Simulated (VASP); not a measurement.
Set up this calculation in VASP 6.6.1, as the native input.

```
Task                                : relaxation of the atoms
Functional                          : PBE
Potentials or basis                 : VASP PAW PBE potentials, release 64 (Al, O)
Cutoff                              : 520 eV
k mesh                              : 9 × 3 × 1
Occupations                         : gaussian, width 0.1 eV
Spin                                : no spin polarisation
Dipole correction                   : yes
Atoms held fixed (from 0)           : [0, 1, 2, 3, 4, 5, 6, 7]
Further INCAR settings              : ALGO = Fast; EDIFF = 1e-06; IBRION = 2; EDIFFG = -0.025; NSW = 50
Atoms held along some axes (from 0) : atom 9 along a and b
```

The structure of Al9O lies in POSCAR:

```
Al9O
1.0
    2.8535431553      0.0000000000      0.0000000000
   -1.4267715777      9.7014842378      0.0000000000
    0.0000000000      0.0000000000     20.2903703566
Al O
9 1
Selective dynamics
Direct
    0.5324432082      0.0648864163      0.1971378506  F F F
    0.6709612116      0.3419224231      0.2462112387  F F F
    0.2986648122      0.5973296244      0.2560259163  F F F
    0.9263684129      0.8527368258      0.2658405940  F F F
    0.0639544175      0.1277109188      0.3154271765  F F F
    0.1995835182      0.4042231282      0.3707799904  F F F
    0.8288001109      0.6596656509      0.3785021740  F F F
    0.4526153906      0.9110819271      0.3874246327  F F F
    0.5924854425      0.1814072012      0.4332286795  T T T
    1.3424854425      0.1814072012      0.4943414132  F F T
```

The input as run:

INCAR

```
SYSTEM = Al9O
ALGO = Fast ; DIPOL = 0.5 0.5 0.334
EDIFF = 1E-6 ; EDIFFG = -0.025
ENCUT = 520 ; GGA = PE
IBRION = 2 ; IDIPOL = 3
ISIF = 2 ; ISMEAR = 0
LASPH = .True. ; LCHARG = .False.
LDIPOL = .True. ; LREAL = .False.
LWAVE = .False. ; NELM = 100
NSW = 50 ; PREC = Accurate
SIGMA = 0.1
```

KPOINTS

```
k-points
0
Gamma
  9 3 1
  0 0 0
```

Potentials or basis: VASP PAW PBE potentials, release 64 (Al, O).

The run is started by

```bash
$ cat potpaw_PBE.64/Al/POTCAR potpaw_PBE.64/O/POTCAR > POTCAR
$ mpirun -np 1 vasp_std > vasp.out
```

Results of the run:

* Energy gained by relaxing: 349.1 meV/atom
* Ionic steps: 24
* Band gap on the k mesh: zero (an odd number of electrons rules out a gap without spin polarisation)

It took 2.8 h on 1 thread of Oxide Virtual Turin-like Processor, on a shared host, peak memory 0.75 GiB.
